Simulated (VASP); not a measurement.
A run of VASP 6.6.1 is set up as follows.

Contents of POSCAR:

```
Al
1.0
    2.8199280759      0.0000000000      0.0000000000
   -1.4099640380      2.4421293506      0.0000000000
    0.0000000000      0.0000000000      4.6369649269
Al
2
Direct
    0.3333333333      0.6666666667      0.2500000000
    0.6666666667      0.3333333333      0.7500000000
```

Contents of INCAR.step1:

```
SYSTEM = Al
  PREC = Accurate
  ENCUT = 600
  ISMEAR = 0
  SIGMA = 0.1
  LREAL = .False.
  LASPH = .True.
  NELM = 60
  GGA = PE
  ALGO = Normal
  EDIFF = 1E-4
  LWAVE = .True.
  LCHARG = .False.
```

File INCAR.step2:

```
SYSTEM = Al
  PREC = Accurate
  ENCUT = 600
  EDIFF = 1E-6
  ISMEAR = 0
  SIGMA = 0.1
  LREAL = .False.
  LASPH = .True.
  NELM = 60
  ALGO = Normal
  ISIF = 3
  LWAVE = .False.
  LCHARG = .False.
  METAGGA = R2SCAN
  LMIXTAU = .True.
  IBRION = 2
  NSW = 80
  EDIFFG = -0.01
  ISTART = 1
```

KPOINTS

```
Automatic mesh
0
Gamma
  18 18 10
  0 0 0
```

Potentials or basis: VASP PAW PBE potentials, release 64 (Al).

The run is started by

```sh
$ cat potpaw_PBE.64/Al/POTCAR > POTCAR
$ cp INCAR.step1 INCAR
$ mpirun -np 1 vasp_std > vasp.out
$ cp INCAR.step2 INCAR
$ mpirun -np 1 vasp_std > vasp.out
```

**Question.** What does it give for the relaxed volume?

**Answer.** 15.94 Å³/atom.

**Question.** Estimate the band gap on the k mesh.

**Answer.** Zero (bands 3 and 4 overlap by 7.95 eV).

**Question.** Estimate the space group after relaxing (to 0.1 Å).

**Answer.** P6_3/mmc (No. 194).

Final structure:
```yaml
crystal:
  lattice:
    - [2.83141, 0.00000, 0.00000]
    - [-1.41570, 2.45207, 0.00000]
    - [0.00000, 0.00000, 4.59231]
  atoms:
    - { symbol: Al, position: [0.33333, 0.66667, 0.25000] }
    - { symbol: Al, position: [0.66667, 0.33333, 0.75000] }
```

Caveat: the PAW data sets were made with another functional, which shifts forces and pressure a little.
